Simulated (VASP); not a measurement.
# Cr (Im-3m) in VASP: a series of runs

Runs on Cr. Level: LDA. Tasks: single point.

Everything below comes from runs of VASP 6.6.1. Logs are shortened: lines on timing, memory, paths and dates and some standing lists are left out, and cuts for length are marked.

### Step 1. The cell of the first run

The structure is cubic, space group Im-3m (No. 229). Conventional cell: a = 2.788 Å, b = 2.788 Å, c = 2.788 Å, α = 90.00°, β = 90.00°, γ = 90.00°. Within 3.2 Å of Cr (site symmetry m-3m) lie 14 Cr at 2.41 to 2.79 Å.

### Step 2. Single point, LDA

File INCAR:

```
PREC = Accurate
ENCUT = 500
EDIFF = 1E-6
ISMEAR = -1
SIGMA = 0.1
LREAL = F
LASPH = T
NELM = 120
ALGO = Normal
ISIF = 2
LWAVE = F
LCHARG = F
GGA = CA
NBANDS = 12
GGA_COMPAT = F
```

File KPOINTS:

```
Automatic mesh
0
Gamma
  10 10 10
```

File POSCAR:

```
Cr
1.0
   -1.3942485114      1.3942485114      1.3942485114
    1.3942485114     -1.3942485114      1.3942485114
    1.3942485114      1.3942485114     -1.3942485114
Cr
1
Direct
    0.0000000000      0.0000000000      0.0000000000
```

Potentials or basis: VASP PAW LDA potentials, release 64 (Cr_pv).

Launch:

```sh
> cat potpaw_LDA.64/Cr_pv/POTCAR > POTCAR
> mpirun -np 1 vasp_std > vasp.out
```

OUTCAR:

```text
PREC = Accurate
   ENCUT = 500
   EDIFF = 1E-6
   ISMEAR = -1
   LREAL = F
   LASPH = T
   NELM = 120
   ISIF = 2
   GGA = CA

 ion  position               nearest neighbor table
   1  0.000  0.000  0.000-

  LATTYP: Found a body centered cubic cell.
 ALAT       =     2.7884970228

  Lattice vectors:

 A1 = (  -1.3942485114,   1.3942485114,   1.3942485114)
 A2 = (   1.3942485114,  -1.3942485114,   1.3942485114)
 A3 = (   1.3942485114,   1.3942485114,  -1.3942485114)

Analysis of symmetry for initial positions (statically):
=====================================================================
 Subroutine PRICEL returns:
 Original cell was already a primitive cell.

 Routine SETGRP: Setting up the symmetry group for a
 body centered cubic supercell.

 Subroutine GETGRP returns: Found 48 space group operations
 (whereof 48 operations were pure point group operations)
 out of a pool of 48 trial point group operations.

The static configuration has the point symmetry O_h .

Analysis of symmetry for dynamics (positions and initial velocities):
=====================================================================
 Subroutine PRICEL returns:
 Original cell was already a primitive cell.

 Routine SETGRP: Setting up the symmetry group for a
 body centered cubic supercell.

 Subroutine GETGRP returns: Found 48 space group operations
 (whereof 48 operations were pure point group operations)
 out of a pool of 48 trial point group operations.

The dynamic configuration has the point symmetry O_h .

 Subroutine INISYM returns: Found 48 space group operations
 (whereof 48 operations are pure point group operations),
 and found     1 'primitive' translations

----------------------------------------------------------------------------------------

                                     Primitive cell

  volume of cell :      10.8413

  direct lattice vectors                    reciprocal lattice vectors
    -1.394248511  1.394248511  1.394248511     0.000000000  0.358616126  0.358616126
     1.394248511 -1.394248511  1.394248511     0.358616126  0.000000000  0.358616126
     1.394248511  1.394248511 -1.394248511     0.358616126  0.358616126  0.000000000

  length of vectors
     2.414909260  2.414909260  2.414909260     0.507159789  0.507159789  0.507159789

  position of ions in fractional coordinates (direct lattice)
     0.000000000  0.000000000  0.000000000

  ion indices of the primitive-cell ions
   primitive index   ion index
                 1           1
[... 79 lines left out ...]
   ISYM   =      2    0-nonsym 1-usesym 2-fastsym
   POTIM  = 0.5000    time-step for ionic-motion
   TEBEG  =    0.0;   TEEND  =   0.0 temperature during run
   PSTRESS=    0.0 pullay stress
   NELECT =      12.0000    total number of electrons
   NUPDOWN=      -1.0000    fix difference up-down
   EMIN   =  10.00;   EMAX   =-10.00  energy-range for DOS
   EFERMI =   0.00;   METHOD = LEGACY
   ISMEAR =    -1;   SIGMA  =   0.10  broadening in eV -4-tet -1-fermi 0-gaus
   EFERMI_NEDOS =   21; number of points for ismear=-14 and -15
   IALGO  =     38    algorithm
   IMIX   =      4    mixing-type and parameters
     AMIX     =   0.40;   BMIX     =  1.00
     AMIX_MAG =   1.60;   BMIX_MAG =  1.00
  volume/ion in A,a.u.               =      10.84        73.16
  Fermi-wavevector in a.u.,A,eV,Ry     =   1.693460  3.200176 39.018901  2.867808
  Thomas-Fermi vector in A             =   2.774862
   LORBIT       =      0    0 simple, 1 ext, 2 COOP (PROOUT), +10 PAW based schemes
   GGA     = CA    functional components
   LHFCALC =     F    Hartree Fock is set to
   AEXX    =    0.0000 exact exchange contribution
   IVDW    =     0    specifies the selected vdW correction
   LEPSILON=     F    determine dielectric tensor
   LRPA    =     F    only Hartree local field effects (RPA)
 non-spin polarized calculation
  energy-cutoff  :      500.00
  volume of cell :       10.84
 maximum number of plane-waves:       285
 NGX is ok and might be reduce to    18
   NGX =  9   NGY =  9   NGZ =  9

 number of electron      12.0000011 magnetization

 Free energy of the ion-electron system (eV)
  ---------------------------------------------------
  ext. energy  EPLUGINS =         0.00000000
  ---------------------------------------------------
  free energy    TOTEN  =       -10.63363159 eV

  energy without entropy =      -10.60226917  energy(sigma->0) =      -10.61795038

 E-fermi :  11.7754     XC(G=0): -14.3776

 val. band max:       11.7262342585   @ k =   0.1000   0.1000   0.0000
 cond. band min:      11.8265262134   @ k =  -0.2000   0.2000   0.1000
 fundamental gap:      0.1002919549
 Fermi energy:        11.7754359254

 k-point     1 :       0.0000    0.0000    0.0000
  band No.  band energies     occupation
      1     -30.5121      2.00000
      2     -30.5121      2.00000
      3     -30.5121      2.00000
      4       3.7270      2.00000
      5      10.7235      1.99995
      6      10.7235      1.99995
      7      10.7235      1.99995
      8      12.9053      0.00002
      9      12.9053      0.00002
     10      17.1187      0.00000
     11      34.5536      0.00000
     12      34.5536      0.00000
[... 331 lines left out ...]
 k-point    24 :      -0.3000    0.3000    0.1000
  band No.  band energies     occupation
      1     -31.2636      2.00000
      2     -30.7875      2.00000
      3     -30.6020      2.00000
      4       7.0110      2.00000
      5       9.9037      2.00000
      6      10.2504      2.00000
      7      12.1614      0.04128
      8      13.1168      0.00000
      9      13.6527      0.00000
     10      17.1181      0.00000
     11      27.8348      0.00000
     12      31.4037      0.00000

 [... further k-points ...]

------------------------ aborting loop because EDIFF is reached ----------------------------------------

  FORCE on cell =-STRESS in cart. coord.  units (eV):
  Direction    XX          YY          ZZ          XY          YZ          ZX
  --------------------------------------------------------------------------------------
  -------------------------------------------------------------------------------------
  Total        0.0268106      0.0268106      0.0268106     -0.0000000      0.0000000      0.0000000
  in kB        3.9621982      3.9621982      3.9621982     -0.0000000      0.0000000      0.0000000
  external PRESSURE =       3.9621982 kB  Pullay stress =       0.0000000 kB

 VOLUME and BASIS-vectors are now :
 -----------------------------------------------------------------------------
  energy-cutoff  :      500.00
  volume of cell :       10.84
      direct lattice vectors                 reciprocal lattice vectors
    -1.394248511  1.394248511  1.394248511     0.000000000  0.358616126  0.358616126
     1.394248511 -1.394248511  1.394248511     0.358616126  0.000000000  0.358616126
     1.394248511  1.394248511 -1.394248511     0.358616126  0.358616126  0.000000000

 POSITION                                       TOTAL-FORCE (eV/Angst)
 -----------------------------------------------------------------------------------
      0.00000      0.00000      0.00000        -0.000000     -0.000000     -0.000000
 -----------------------------------------------------------------------------------
    total drift:                                0.000000      0.000000      0.000000

  FREE ENERGIE OF THE ION-ELECTRON SYSTEM (eV)
  ---------------------------------------------------
  free  energy   TOTEN  =       -10.6336315860 eV

  energy  without entropy=      -10.6022691709  energy(sigma->0) =      -10.61795038
```

Wall time 8.7 s (1 thread of Intel Xeon 8259CL, shared host); peak memory 0.11 GiB.

Results:

```yaml
Free_energy: -10.6336 eV
Pressure: 0.4 GPa
Band_gap_on_the_k_mesh: zero (band 6 reaches 14.43 eV, above the bottom of band 7 at 10.72 eV)
```

Levels at points of the mesh, in eV from the Fermi level:
| k point | band 4 | band 5 | band 6 | band 7 | band 8 | band 9 |
| --- | --- | --- | --- | --- | --- | --- |
| (0.00, 0.00, 0.00) | -8.05 | -1.05 | -1.05 | -1.05 | 1.13 | 1.13 |
| (0.50, 0.00, 0.00) | -4.81 | -2.75 | 1.16 | 1.34 | 1.51 | 3.09 |
| (0.50, 0.50, 0.50) | -4.81 | -4.81 | 2.65 | 2.65 | 2.65 | 5.34 |

Caveat: the run has no spin polarisation, though such a crystal can be magnetic. Spin polarisation is off, so any magnetic state and its effect on volume and gap are missing.

### Step 3. Single point, LDA

File INCAR:

```
SYSTEM = Cr
PREC = Accurate
ENCUT = 500
EDIFF = 1E-6
ISMEAR = -1
SIGMA = 0.1
LREAL = .FALSE.
LASPH = .TRUE.
NELM = 120
ALGO = Normal
ISIF = 2
LWAVE = .FALSE.
LCHARG = .FALSE.
NBANDS = 12
GGA_COMPAT = .FALSE.
```

File KPOINTS:

```
Automatic mesh
0
G
  13 13 13
  0 0 0
```

POSCAR is that of step 2.

Potentials or basis: VASP PAW LDA potentials, release 64 (Cr_pv).

Launch:

```sh
> cat potpaw_LDA.64/Cr_pv/POTCAR > POTCAR
> mpirun -np 1 vasp_std > vasp.out
```

OUTCAR:

```text
SYSTEM = Cr
   PREC = Accurate
   ENCUT = 500
   EDIFF = 1E-6
   ISMEAR = -1
   LREAL = .FALSE.
   LASPH = .TRUE.
   NELM = 120
   ISIF = 2

 ion  position               nearest neighbor table
   1  0.000  0.000  0.000-

  LATTYP: Found a body centered cubic cell.
 ALAT       =     2.7884970228

  Lattice vectors:

 A1 = (  -1.3942485114,   1.3942485114,   1.3942485114)
 A2 = (   1.3942485114,  -1.3942485114,   1.3942485114)
 A3 = (   1.3942485114,   1.3942485114,  -1.3942485114)

Analysis of symmetry for initial positions (statically):
=====================================================================
 Subroutine PRICEL returns:
 Original cell was already a primitive cell.

 Routine SETGRP: Setting up the symmetry group for a
 body centered cubic supercell.

 Subroutine GETGRP returns: Found 48 space group operations
 (whereof 48 operations were pure point group operations)
 out of a pool of 48 trial point group operations.

The static configuration has the point symmetry O_h .

Analysis of symmetry for dynamics (positions and initial velocities):
[... 166 lines left out ...]
      1     -30.5158      2.00000
      2     -30.5158      2.00000
      3     -30.5158      2.00000
      4       3.7269      2.00000
      5      10.7217      1.99994
      6      10.7217      1.99994
      7      10.7217      1.99994
      8      12.9014      0.00002
      9      12.9014      0.00002
     10      17.1132      0.00000
     11      34.5538      0.00000
     12      34.5538      0.00000
[... 331 lines left out ...]
 k-point    24 :       0.2308    0.0769    0.0769
  band No.  band energies     occupation
      1     -31.3348      2.00000
      2     -30.7597      2.00000
      3     -30.5792      2.00000
      4       7.2263      2.00000
      5       9.4020      2.00000
      6       9.9709      2.00000
      7      12.7716      0.00008
      8      13.1022      0.00000
      9      14.2153      0.00000
     10      17.1125      0.00000
     11      27.3920      0.00000
     12      30.0186      0.00000

 [... further k-points ...]

------------------------ aborting loop because EDIFF is reached ----------------------------------------

  FORCE on cell =-STRESS in cart. coord.  units (eV):
  Direction    XX          YY          ZZ          XY          YZ          ZX
  --------------------------------------------------------------------------------------
  -------------------------------------------------------------------------------------
  Total        0.0043701      0.0043701      0.0043701      0.0000000      0.0000000     -0.0000000
  in kB        0.6458329      0.6458329      0.6458329      0.0000000      0.0000000     -0.0000000
  external PRESSURE =       0.6458329 kB  Pullay stress =       0.0000000 kB

 VOLUME and BASIS-vectors are now :
 -----------------------------------------------------------------------------
  energy-cutoff  :      500.00
  volume of cell :       10.84
      direct lattice vectors                 reciprocal lattice vectors
    -1.394248511  1.394248511  1.394248511     0.000000000  0.358616126  0.358616126
     1.394248511 -1.394248511  1.394248511     0.358616126  0.000000000  0.358616126
     1.394248511  1.394248511 -1.394248511     0.358616126  0.358616126  0.000000000

 POSITION                                       TOTAL-FORCE (eV/Angst)
 -----------------------------------------------------------------------------------
      0.00000      0.00000      0.00000        -0.000000     -0.000000      0.000000
 -----------------------------------------------------------------------------------
    total drift:                                0.000000      0.000000      0.000000

  FREE ENERGIE OF THE ION-ELECTRON SYSTEM (eV)
  ---------------------------------------------------
  free  energy   TOTEN  =       -10.6430322606 eV

  energy  without entropy=      -10.6209023166  energy(sigma->0) =      -10.63196729
```

OSZICAR:

```text
N       E                     dE             d eps       ncg     rms          rms(c)
DAV:   1     0.780982956417E+02    0.78098E+02   -0.68659E+03  2036   0.119E+03
DAV:   2    -0.110924324961E+02   -0.89191E+02   -0.85810E+02  2048   0.297E+02
DAV:   3    -0.123020165097E+02   -0.12096E+01   -0.12059E+01  2256   0.412E+01
DAV:   4    -0.123079396131E+02   -0.59231E-02   -0.59230E-02  2128   0.289E+00
DAV:   5    -0.123080069716E+02   -0.67359E-04   -0.67359E-04  2184   0.282E-01    0.119E+01
DAV:   6    -0.106850499513E+02    0.16230E+01   -0.41117E+00  2104   0.348E+01    0.146E+00
DAV:   7    -0.106576915839E+02    0.27358E-01   -0.46916E-02  2048   0.296E+00    0.789E-01
DAV:   8    -0.106430230790E+02    0.14669E-01   -0.38878E-03  2164   0.995E-01    0.861E-02
DAV:   9    -0.106430290197E+02   -0.59408E-05   -0.42578E-04  2052   0.332E-01    0.192E-02
DAV:  10    -0.106430317078E+02   -0.26880E-05   -0.11221E-05  2196   0.595E-02    0.598E-03
DAV:  11    -0.106430322606E+02   -0.55285E-06   -0.37270E-07  1276   0.838E-03
   1 F= -.10643032E+02 E0= -.10631967E+02  d E =-.221299E-01
```

stdout:

```text
POSCAR found type information on POSCAR Cr
 POSCAR found :  1 types and       1 ions
 scaLAPACK will be used
 LDA part: xc-table for (Slater(with rela. corr.)+CA(PZ))
 , standard interpolation
 POSCAR, INCAR and KPOINTS ok, starting setup
 FFT: planning ... GRIDC
 FFT: planning ... GRID_SOFT
 FFT: planning ... GRID
 WAVECAR not read
 entering main loop
```

Run time: 13 s. Hardware: 1 thread of Intel Xeon 8259CL, shared host; peak memory 0.12 GiB.

Results:

| Property | Result |
| --- | --- |
| Free energy | -10.6430 eV |
| Pressure | 0.1 GPa |
| Band gap on the k mesh | zero (band 6 reaches 14.24 eV, above the bottom of band 7 at 10.72 eV) |

Levels at points of the mesh, in eV from the Fermi level:
```tsv
k point	band 4	band 5	band 6	band 7	band 8	band 9
(0.00, 0.00, 0.00)	-8.03	-1.04	-1.04	-1.04	1.14	1.14
```

Caveat: the run has no spin polarisation, though such a crystal can be magnetic. Spin polarisation is off, so any magnetic state and its effect on volume and gap are missing.

### Step 4. Single point, LDA

File INCAR:

```
SYSTEM = Cr
PREC = Accurate
ENCUT = 500
EDIFF = 1E-6
ISMEAR = -1
SIGMA = 0.1
LREAL = .False.
LASPH = .True.
NELM = 120
ALGO = Normal
ISIF = 2
LWAVE = .False.
LCHARG = .False.
GGA = CA
NBANDS = 12
GGA_COMPAT = .False.
```

File KPOINTS:

```
regular mesh
0
Gamma
  16 16 16
  0 0 0
```

POSCAR is that of step 3.

Launch:

```sh
> cat potpaw_LDA.64/Cr_pv/POTCAR > POTCAR
> mpirun -np 1 vasp_std > vasp.out
```

It took 24 s on 1 thread of Intel Xeon 8259CL, shared host; peak memory 0.12 GiB.

It converged, with:

- Free energy: -10.6413 eV
- Pressure: 0.0 GPa
- Band gap on the k mesh: zero (band 6 reaches 14.43 eV, above the bottom of band 7 at 10.73 eV)

Levels at points of the mesh, in eV from the Fermi level:
```
           k point  band 4  band 5  band 6  band 7  band 8  band 9
(0.00, 0.00, 0.00)   -7.98   -0.98   -0.98   -0.98    1.19    1.19
(0.50, 0.00, 0.00)   -4.75   -2.68    1.23    1.40    1.58    3.16
(0.50, 0.50, 0.50)   -4.74   -4.74    2.72    2.72    2.72    5.41
```

Caveat: the run has no spin polarisation, though such a crystal can be magnetic.

(Part 1 of 2 ends here.)
